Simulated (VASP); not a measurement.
The system is ZnS.

```
CELL_PARAMETERS angstrom
0.00000 2.70200 2.70200
2.70200 0.00000 2.70200
2.70200 2.70200 0.00000
ATOMIC_POSITIONS crystal
Zn 0.75000 0.75000 0.75000
S 0.00000 0.00000 0.00000
```

Base run:

```yaml
Program: VASP 6.6.1
Functional: PBE-based screened hybrid with 25 % exact exchange
Potentials_or_basis: VASP PAW PBE potentials, release 64 (Zn, S)
Cutoff: 520 eV
k_mesh: 5 × 5 × 5
Occupations: fermi-dirac, width 0.05 eV
Spin: no spin polarisation
```

Its results: band gap on the k mesh 3.12 eV; pressure 1.1 GPa.

**Question.** After a change of settings the same cell gave: band gap on the k mesh 3.49 eV; pressure 0.9 GPa. Which change was it?
A. functional from PBE-based screened hybrid with 25 % exact exchange to PBE0
B. functional from PBE-based screened hybrid with 25 % exact exchange to PBE-based global hybrid with 15 % exact exchange; share of exact exchange from 0.25 to 0.15
C. screening parameter from 0.3 1/Å to 0.15 1/Å
D. functional from PBE-based screened hybrid with 25 % exact exchange to r2SCAN0; further incar settings from ALGO = Normal; EDIFF = 1e-06; NBANDS = 16 to ALGO = Normal; EDIFF = 1e-07; NBANDS = 16

**Answer.** C.

Caveats: the PAW data sets were made with another functional, which shifts forces and pressure a little.
